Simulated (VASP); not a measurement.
A run of VASP 6.6.1 is set up as follows.

INCAR

```
SYSTEM = S
PREC = Accurate
ENCUT = 520
EDIFF = 1E-6
ISMEAR = -1
SIGMA = 0.02
LREAL = .FALSE.
LASPH = .TRUE.
NELM = 100
ALGO = Normal
ISIF = 2
LWAVE = .FALSE.
LCHARG = .FALSE.
GGA = PE
NBANDS = 9
```

File KPOINTS:

```
Automatic mesh
0
G
  7 7 7
  0 0 0
```

File POSCAR:

```
S
1.0
    2.4375841700      0.0000000000      0.0000000000
    0.0000000000      2.4375841700      0.0000000000
    0.0000000000      0.0000000000      2.4375841700
S
1
Direct
    0.0000000000      0.0000000000      0.0000000000
```

Potentials or basis: VASP PAW PBE potentials, release 64 (S).

Command:

```bash
$ cat potpaw_PBE.64/S/POTCAR > POTCAR
$ mpirun -np 1 vasp_std > vasp.out
```

Task: Predict the pressure.

Result: 19.8 GPa.

Task: What does it give for the band gap on the k mesh?

Result: Zero (band 3 reaches 13.37 eV, above the bottom of band 4 at 5.92 eV).

Caveat: the k points lie up to 0.37 Å⁻¹ apart.
